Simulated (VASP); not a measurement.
The system is AlN.

```
Al N
1.0
     0.00000    2.19846    2.19846
     2.19846    0.00000    2.19846
     2.19846    2.19846    0.00000
Al N
1 1
Cartesian
  0.0000 0.0000 0.0000
  1.0992 1.0992 1.0992
```

Base run:

- Program: VASP 6.6.1
- Functional: b88 exchange, pbe correlation
- Potentials or basis: VASP PAW PBE potentials, release 64 (Al, N)
- Cutoff: 600 eV
- k mesh: 10 × 10 × 10
- Occupations: fermi-dirac, width 0.05 eV
- Spin: no spin polarisation

Its results: band gap on the k mesh 3.33 eV (least direct gap 4.04 eV); pressure 0.5 GPa.

Question: The run is repeated on the same cell with these changes: functional from b88 exchange, pbe correlation to B3LYP; cutoff from 600 eV to 520 eV; k mesh from 10 × 10 × 10 to 5 × 5 × 5. What comes out?

Answer: Band gap on the k mesh 5.83 eV (least direct gap 6.00 eV); pressure -1.0 GPa.

Several settings changed at once.

Caveats: some runs use coarse meshes; the PAW data sets were made with another functional, which shifts forces and pressure a little; an odd mesh through Γ misses points on the zone boundary, where band edges can lie (at least some runs).
